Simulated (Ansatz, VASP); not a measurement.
**BN in VASP and in Ansatz**

```
CELL_PARAMETERS angstrom
2.68154 0.00000 0.00000
-1.34077 2.17036 0.00000
0.00000 0.00000 6.59240
ATOMIC_POSITIONS crystal
B 0.00000 0.00000 0.50000
B 0.33333 0.66667 0.00000
N 0.00000 0.00000 0.00000
N 0.66667 0.33333 0.50000
```

Change from the starting cell: mode 4 frozen in at +0.000 Å, normal strain along x +0.0700.

Alike in both runs: task single point; functional PBE; dispersion D3(BJ); k mesh 12 × 12 × 4; occupations methfessel-paxton of order 1, width 0.05 eV; no spin polarisation.

|  | VASP | Ansatz |
| --- | --- | --- |
| version | VASP 6.6.1 | Ansatz 0.2.0 |
| potentials or method | VASP PAW PBE potentials, release 64 (B, N), cutoff 520 eV | scalar-relativistic, plane waves, PAW |
| valence electrons in the cell | 16 | 16 |

|  | VASP | Ansatz | Ansatz less VASP |
| --- | --- | --- | --- |
| gap on the k mesh at the Fermi level (eV) | 4.07 | 4.08 | +0.006 |
| least direct gap on the mesh (eV) | 4.21 | 4.21 | +0.005 |
| pressure (GPa) | -20.1 | -20.1 | -0.02 |
| traceless stress, the component that is largest in VASP (GPa) | -31.06 | -31.07 | -0.018 |
| rms of the force components (eV/Å) | 0.270 | 0.268 | -0.0019 |

Atom by atom the forces differ by 0.002 eV/Å (rms over components).
